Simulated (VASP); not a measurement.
# WC (P-6m2) in VASP: notebook, part 2 of 3

VASP 6.6.1.

### Step 3. Single point, LDA

This run uses another cell than the first one, of 10.13 Å³/atom.

Contents of INCAR:

```
PREC = Accurate
ENCUT = 520
EDIFF = 1E-6
ISMEAR = 0
SIGMA = 0.1
LREAL = F
LASPH = T
NELM = 80
ALGO = Normal
ISIF = 2
LWAVE = F
LCHARG = F
GGA = CA
NBANDS = 16
```

Contents of KPOINTS:

```
Automatic mesh
0
Gamma
  18 18 14
```

Contents of POSCAR:

```
WC
1.0
    2.8838914124      0.0000000000      0.0000000000
   -1.4419457062      2.4975232249      0.0000000000
    0.0000000000      0.0000000000      2.8129131491
W C
1 1
Direct
    0.0000000000      0.0000000000      0.0000000000
    0.6666666667      0.3333333333      0.5000000000
```

Potentials or basis: VASP PAW LDA potentials, release 64 (W_sv, C).

Launch:

```sh
> cat potpaw_LDA.64/W_sv/POTCAR potpaw_LDA.64/C/POTCAR > POTCAR
> mpirun -np 1 vasp_std > vasp.out
```

OUTCAR:

```text
PREC = Accurate
   ENCUT = 520
   EDIFF = 1E-6
   ISMEAR = 0
   LREAL = F
   LASPH = T
   NELM = 80
   ISIF = 2
   GGA = CA

 ion  position               nearest neighbor table
   1  0.000  0.000  0.000-   2 2.18   2 2.18   2 2.18   2 2.18   2 2.18   2 2.18
   2  0.667  0.333  0.500-   1 2.18   1 2.18   1 2.18   1 2.18   1 2.18   1 2.18

  LATTYP: Found a hexagonal cell.
 ALAT       =     2.8838914124
 C/A-ratio  =     0.9753880250

  Lattice vectors:

 A1 = (   2.8838914124,   0.0000000000,   0.0000000000)
 A2 = (  -1.4419457062,   2.4975232249,   0.0000000000)
 A3 = (   0.0000000000,   0.0000000000,   2.8129131491)

Analysis of symmetry for initial positions (statically):
=====================================================================
 Subroutine PRICEL returns:
 Original cell was already a primitive cell.

 Routine SETGRP: Setting up the symmetry group for a
 hexagonal supercell.

 Subroutine GETGRP returns: Found 12 space group operations
 (whereof 12 operations were pure point group operations)
 out of a pool of 24 trial point group operations.

The static configuration has the point symmetry D_3h.

Analysis of symmetry for dynamics (positions and initial velocities):
=====================================================================
 Subroutine PRICEL returns:
 Original cell was already a primitive cell.

 Routine SETGRP: Setting up the symmetry group for a
 hexagonal supercell.

 Subroutine GETGRP returns: Found 12 space group operations
 (whereof 12 operations were pure point group operations)
 out of a pool of 24 trial point group operations.

The dynamic configuration has the point symmetry D_3h.

 Subroutine INISYM returns: Found 12 space group operations
 (whereof 12 operations are pure point group operations),
 and found     1 'primitive' translations

----------------------------------------------------------------------------------------

                                     Primitive cell

  volume of cell :      20.2602

  direct lattice vectors                    reciprocal lattice vectors
     2.883891412  0.000000000  0.000000000     0.346753694  0.200198339  0.000000000
    -1.441945706  2.497523225  0.000000000     0.000000000  0.400396677  0.000000000
     0.000000000  0.000000000  2.812913149     0.000000000  0.000000000  0.355503333

  length of vectors
     2.883891412  2.883891412  2.812913149     0.400396677  0.400396677  0.355503333

  position of ions in fractional coordinates (direct lattice)
     0.000000000  0.000000000  0.000000000
     0.666666667  0.333333333  0.500000000

  ion indices of the primitive-cell ions
   primitive index   ion index
                 1           1
                 2           2

----------------------------------------------------------------------------------------

 KPOINTS: Automatic mesh

Automatic generation of k-mesh.
 Grid dimensions read from file:
 generate k-points for:   18   18   14

 Generating k-lattice:

  Cartesian coordinates                     Fractional coordinates (reciprocal lattice)
     0.019264094  0.011122130  0.000000000     0.055555556  0.000000000  0.000000000
     0.000000000  0.022244260  0.000000000     0.000000000  0.055555556  0.000000000
     0.000000000  0.000000000  0.025393095     0.000000000  0.000000000  0.071428571

  Length of vectors
     0.022244260  0.022244260  0.025393095

  Shift w.r.t. Gamma in fractional coordinates (k-lattice)
     0.000000000  0.000000000  0.000000000

 Subroutine IBZKPT returns following result:
 ===========================================

 Found    296 irreducible k-points:

 Following reciprocal coordinates:
            Coordinates               Weight
  0.000000  0.000000  0.000000      1.000000
  0.055556 -0.000000  0.000000      6.000000
  0.111111 -0.000000  0.000000      6.000000
  0.166667 -0.000000  0.000000      6.000000
  0.222222  0.000000  0.000000      6.000000
  0.277778 -0.000000  0.000000      6.000000
[... 16 lines left out ...]
  0.333333  0.111111  0.000000     12.000000
  0.388889  0.111111  0.000000     12.000000
 [... further k-points ...]
   k-points           NKPTS =    296   k-points in BZ     NKDIM =    296   number of bands    NBANDS=     16
   number of dos      NEDOS =    301   number of ions     NIONS =      2
   total plane-waves  NPLWV =  13824
   dimension x,y,z NGX =    24 NGY =   24 NGZ =   24
   dimension x,y,z NGXF=    48 NGYF=   48 NGZF=   48
   ions per type =               1   1
   NGX,Y,Z   is equivalent  to a cutoff of  13.84, 13.84, 14.18 a.u.
   NGXF,Y,Z  is equivalent  to a cutoff of  27.67, 27.67, 28.37 a.u.
 SYSTEM =  unknown system
   PREC   = accura    normal or accurate (medium, high low for compatibility)
   ISTART =      0    job   : 0-new  1-cont  2-samecut
   ICHARG =      2    charge: 1-file 2-atom 10-const
   ISPIN  =      1    spin polarized calculation?
   LNONCOLLINEAR =      F non collinear calculations
   LSORBIT =      F    spin-orbit coupling
   LASPH  =      T    aspherical Exc in radial PAW
   ENCUT  =  520.0 eV  38.22 Ry    6.18 a.u.   5.36  5.36  5.23*2*pi/ulx,y,z
   NELM   =     80;   NELMIN=  2; NELMDL= -5     # of ELM steps
   EDIFF  = 0.1E-05   stopping-criterion for ELM
   LREAL  =      F    real-space projection
   EDIFFG = 0.1E-04   stopping-criterion for IOM
   NSW    =      0    number of steps for IOM
   IBRION =     -1    ionic relax: 0-MD 1-quasi-New 2-CG
   NFREE  =      0    steps in history (QN), initial steepest desc. (CG)
   ISIF   =      2    stress and relaxation
   ISYM   =      2    0-nonsym 1-usesym 2-fastsym
   POTIM  = 0.5000    time-step for ionic-motion
   TEBEG  =    0.0;   TEEND  =   0.0 temperature during run
   PSTRESS=    0.0 pullay stress
   NELECT =      18.0000    total number of electrons
   NUPDOWN=      -1.0000    fix difference up-down
   EMIN   =  10.00;   EMAX   =-10.00  energy-range for DOS
   EFERMI =   0.00;   METHOD = LEGACY
   ISMEAR =     0;   SIGMA  =   0.10  broadening in eV -4-tet -1-fermi 0-gaus
   EFERMI_NEDOS =   21; number of points for ismear=-14 and -15
   IALGO  =     38    algorithm
   IMIX   =      4    mixing-type and parameters
     AMIX     =   0.40;   BMIX     =  1.00
     AMIX_MAG =   1.60;   BMIX_MAG =  1.00
  volume/ion in A,a.u.               =      10.13        68.36
  Fermi-wavevector in a.u.,A,eV,Ry     =   1.573804  2.974059 33.699729  2.476860
  Thomas-Fermi vector in A             =   2.675034
   LORBIT       =      0    0 simple, 1 ext, 2 COOP (PROOUT), +10 PAW based schemes
   GGA     = CA    functional components
   LHFCALC =     F    Hartree Fock is set to
   AEXX    =    0.0000 exact exchange contribution
   IVDW    =     0    specifies the selected vdW correction
   LEPSILON=     F    determine dielectric tensor
   LRPA    =     F    only Hartree local field effects (RPA)
 non-spin polarized calculation
 Gauss-broadening in eV      SIGMA  =   0.10
  energy-cutoff  :      520.00
  volume of cell :       20.26
 maximum number of plane-waves:       574
 NGX is ok and might be reduce to    24
   NGX = 11   NGY = 11   NGZ = 11

 number of electron      18.0000000 magnetization

 Free energy of the ion-electron system (eV)
  ---------------------------------------------------
  ext. energy  EPLUGINS =         0.00000000
  ---------------------------------------------------
  free energy    TOTEN  =       -24.70016900 eV

  energy without entropy =      -24.69895614  energy(sigma->0) =      -24.69956257

 E-fermi :  11.3520     XC(G=0): -14.1100

 val. band max:       11.3472889245   @ k =   0.3333   0.2222   0.0000
 cond. band min:      11.3604490912   @ k =   0.4444   0.0000   0.4286
 fundamental gap:      0.0131601667
 Fermi energy:        11.3520049576

 k-point     1 :       0.0000    0.0000    0.0000
  band No.  band energies     occupation
      1     -62.1542      2.00000
      2     -26.3953      2.00000
      3     -26.2847      2.00000
      4     -26.2847      2.00000
      5      -3.1232      2.00000
      6       6.8759      2.00000
[... 8 lines left out ...]
     15      25.9852      0.00000
     16      28.3261      0.00000
[... 419 lines left out ...]
 k-point    24 :       0.3889    0.1111    0.0000
  band No.  band energies     occupation
      1     -62.0868      2.00000
      2     -27.1299      2.00000
      3     -26.5569      2.00000
      4     -26.2706      2.00000
      5       0.3603      2.00000
      6       4.4128      2.00000
[... 8 lines left out ...]
     15      25.4461      0.00000
     16      29.1298      0.00000

 [... further k-points ...]

------------------------ aborting loop because EDIFF is reached ----------------------------------------

  FORCE on cell =-STRESS in cart. coord.  units (eV):
  Direction    XX          YY          ZZ          XY          YZ          ZX
  --------------------------------------------------------------------------------------
  -------------------------------------------------------------------------------------
  Total        0.3033836      0.3033836      0.3616222      0.0000000     -0.0000000      0.0000000
  in kB       23.9915258     23.9915258     28.5970277      0.0000000     -0.0000000      0.0000000
  external PRESSURE =      25.5266931 kB  Pullay stress =       0.0000000 kB

 VOLUME and BASIS-vectors are now :
 -----------------------------------------------------------------------------
  energy-cutoff  :      520.00
  volume of cell :       20.26
      direct lattice vectors                 reciprocal lattice vectors
     2.883891412  0.000000000  0.000000000     0.346753694  0.200198339  0.000000000
    -1.441945706  2.497523225  0.000000000     0.000000000  0.400396677  0.000000000
     0.000000000  0.000000000  2.812913149     0.000000000  0.000000000  0.355503333

 POSITION                                       TOTAL-FORCE (eV/Angst)
 -----------------------------------------------------------------------------------
      0.00000      0.00000      0.00000         0.000000     -0.000000      0.000000
      1.44195      0.83251      1.40646        -0.000000      0.000000      0.000000
 -----------------------------------------------------------------------------------
    total drift:                                0.000000     -0.000000      0.000000

  FREE ENERGIE OF THE ION-ELECTRON SYSTEM (eV)
  ---------------------------------------------------
  free  energy   TOTEN  =       -24.7001689992 eV

  energy  without entropy=      -24.6989561389  energy(sigma->0) =      -24.69956257
```

stdout:

```text
POSCAR found type information on POSCAR W C
 POSCAR found :  2 types and       2 ions
 scaLAPACK will be used
 LDA part: xc-table for (Slater(with rela. corr.)+CA(PZ))
 , standard interpolation
 POSCAR, INCAR and KPOINTS ok, starting setup
 FFT: planning ... GRIDC
 FFT: planning ... GRID_SOFT
 FFT: planning ... GRID
 WAVECAR not read
 entering main loop
```

Run time: 88 s. Hardware: 1 thread of Intel Xeon 8259CL, shared host; peak memory 0.21 GiB.

What came out:

```yaml
Free_energy: -24.7002 eV
Pressure: 2.6 GPa
Band_gap_on_the_k_mesh: zero (bands 9 and 10 overlap by 1.26 eV)
```

Caveat: spin-orbit coupling is left out, which moves the levels of the heavy elements.

### Step 4. Single point, LDA

This run uses another cell than the first one, of 10.13 Å³/atom.

Contents of INCAR:

```
SYSTEM = WC
PREC     = Accurate       ! precision mode
ENCUT    = 520            ! plane-wave cutoff, eV
EDIFF    = 1E-7           ! SCF threshold, eV
ISMEAR   = -1             ! smearing method
SIGMA    = 0.15           ! smearing width, eV
LREAL    = .False.        ! projectors in reciprocal space
LASPH    = .True.         ! aspherical terms in the spheres
NELM     = 100            ! most SCF steps
ALGO     = Normal         ! electronic algorithm
ISIF     = 2              ! what is computed and relaxed
LWAVE    = .False.        ! write WAVECAR
LCHARG   = .False.        ! write CHGCAR
GGA      = CA             ! functional
NBANDS   = 16             ! bands
```

Contents of KPOINTS:

```
Automatic mesh
0
Gamma
  18 18 14
  0 0 0
```

Contents of POSCAR:

```
WC
1.0
    2.8849364109      0.0000000000      0.0000000000
   -1.4424682054      2.4984282201      0.0000000000
    0.0000000000      0.0000000000      2.8116623628
W C
1 1
Direct
    0.0000000000      0.0000000000      0.0000000000
    0.6666666667      0.3333333333      0.5000000000
```

Potentials or basis: VASP PAW LDA potentials, release 64 (W_sv, C).

Launch:

```sh
> cat potpaw_LDA.64/W_sv/POTCAR potpaw_LDA.64/C/POTCAR > POTCAR
> mpirun -np 1 vasp_std > vasp.out
```

OUTCAR:

```text
SYSTEM = WC
   PREC = Accurate
   ENCUT = 520
   EDIFF = 1E-7
   ISMEAR = -1
   LREAL = .False.
   LASPH = .True.
   NELM = 100
   ISIF = 2
   GGA = CA

 ion  position               nearest neighbor table
   1  0.000  0.000  0.000-   2 2.18   2 2.18   2 2.18   2 2.18   2 2.18   2 2.18
   2  0.667  0.333  0.500-   1 2.18   1 2.18   1 2.18   1 2.18   1 2.18   1 2.18

  LATTYP: Found a hexagonal cell.
 ALAT       =     2.8849364109
 C/A-ratio  =     0.9746011566

  Lattice vectors:

 A1 = (   2.8849364109,   0.0000000000,   0.0000000000)
 A2 = (  -1.4424682054,   2.4984282201,   0.0000000000)
 A3 = (   0.0000000000,   0.0000000000,   2.8116623628)

Analysis of symmetry for initial positions (statically):
=====================================================================
 Subroutine PRICEL returns:
 Original cell was already a primitive cell.

 Routine SETGRP: Setting up the symmetry group for a
 hexagonal supercell.

 Subroutine GETGRP returns: Found 12 space group operations
 (whereof 12 operations were pure point group operations)
 out of a pool of 24 trial point group operations.

The static configuration has the point symmetry D_3h.

Analysis of symmetry for dynamics (positions and initial velocities):
=====================================================================
 Subroutine PRICEL returns:
 Original cell was already a primitive cell.

 Routine SETGRP: Setting up the symmetry group for a
 hexagonal supercell.

 Subroutine GETGRP returns: Found 12 space group operations
 (whereof 12 operations were pure point group operations)
 out of a pool of 24 trial point group operations.

The dynamic configuration has the point symmetry D_3h.

 Subroutine INISYM returns: Found 12 space group operations
 (whereof 12 operations are pure point group operations),
 and found     1 'primitive' translations

----------------------------------------------------------------------------------------

[... 110 lines left out ...]
   IMIX   =      4    mixing-type and parameters
     AMIX     =   0.40;   BMIX     =  1.00
     AMIX_MAG =   1.60;   BMIX_MAG =  1.00
  volume/ion in A,a.u.               =      10.13        68.38
  Fermi-wavevector in a.u.,A,eV,Ry     =   1.573658  2.973782 33.693442  2.476398
  Thomas-Fermi vector in A             =   2.674909
   LORBIT       =      0    0 simple, 1 ext, 2 COOP (PROOUT), +10 PAW based schemes
   GGA     = CA    functional components
   LHFCALC =     F    Hartree Fock is set to
   AEXX    =    0.0000 exact exchange contribution
   IVDW    =     0    specifies the selected vdW correction
   LEPSILON=     F    determine dielectric tensor
   LRPA    =     F    only Hartree local field effects (RPA)
 non-spin polarized calculation
  energy-cutoff  :      520.00
  volume of cell :       20.27
 maximum number of plane-waves:       574
 NGX is ok and might be reduce to    24
   NGX = 11   NGY = 11   NGZ = 11

 number of electron      18.0000000 magnetization

 Free energy of the ion-electron system (eV)
  ---------------------------------------------------
  ext. energy  EPLUGINS =         0.00000000
  ---------------------------------------------------
  free energy    TOTEN  =       -24.71066868 eV

  energy without entropy =      -24.68689231  energy(sigma->0) =      -24.69878050

 E-fermi :  11.3756     XC(G=0): -14.1080

 val. band max:       11.3591415737   @ k =   0.4444   0.0000   0.4286
 cond. band min:      11.4244648445   @ k =   0.1111   0.0556   0.4286
 fundamental gap:      0.0653232708
 Fermi energy:        11.3756364191

 k-point     1 :       0.0000    0.0000    0.0000
  band No.  band energies     occupation
      1     -62.1532      2.00000
      2     -26.3958      2.00000
      3     -26.2843      2.00000
      4     -26.2843      2.00000
      5      -3.1269      2.00000
      6       6.8755      2.00000
[... 433 lines left out ...]
      3     -26.5557      2.00000
      4     -26.2716      2.00000
      5       0.3532      2.00000
      6       4.4069      2.00000
[... 8 lines left out ...]
     15      25.4373      0.00000
     16      29.1144      0.00000

 [... further k-points ...]

------------------------ aborting loop because EDIFF is reached ----------------------------------------

  FORCE on cell =-STRESS in cart. coord.  units (eV):
  Direction    XX          YY          ZZ          XY          YZ          ZX
  --------------------------------------------------------------------------------------
  -------------------------------------------------------------------------------------
  Total        0.3058451      0.3058451      0.3649090      0.0000000      0.0000000     -0.0000000
  in kB       24.1794167     24.1794167     28.8488754      0.0000000      0.0000000     -0.0000000
  external PRESSURE =      25.7359029 kB  Pullay stress =       0.0000000 kB

 VOLUME and BASIS-vectors are now :
 -----------------------------------------------------------------------------
  energy-cutoff  :      520.00
  volume of cell :       20.27
      direct lattice vectors                 reciprocal lattice vectors
     2.884936411  0.000000000  0.000000000     0.346628091  0.200125821  0.000000000
    -1.442468205  2.498428220  0.000000000     0.000000000  0.400251643  0.000000000
     0.000000000  0.000000000  2.811662363     0.000000000  0.000000000  0.355661481

 POSITION                                       TOTAL-FORCE (eV/Angst)
 -----------------------------------------------------------------------------------
      0.00000      0.00000      0.00000        -0.000000      0.000000      0.000000
      1.44247      0.83281      1.40583         0.000000     -0.000000      0.000000
 -----------------------------------------------------------------------------------
    total drift:                                0.000000     -0.000000      0.000000

  FREE ENERGIE OF THE ION-ELECTRON SYSTEM (eV)
  ---------------------------------------------------
  free  energy   TOTEN  =       -24.7106686778 eV

  energy  without entropy=      -24.6868923144  energy(sigma->0) =      -24.69878050
```

It took 2 min on 1 thread of Intel Xeon 8259CL, shared host; peak memory 0.21 GiB.

Results:

```yaml
Free_energy: -24.7107 eV
Pressure: 2.6 GPa
Band_gap_on_the_k_mesh: zero (bands 9 and 10 overlap by 1.25 eV)
```

Stress tensor (GPa, compression positive):
```
2.42 0.00 0.00
0.00 2.42 0.00
0.00 0.00 2.88
```

Caveat: spin-orbit coupling is left out, which moves the levels of the heavy elements.

[end of part 2 of 3]
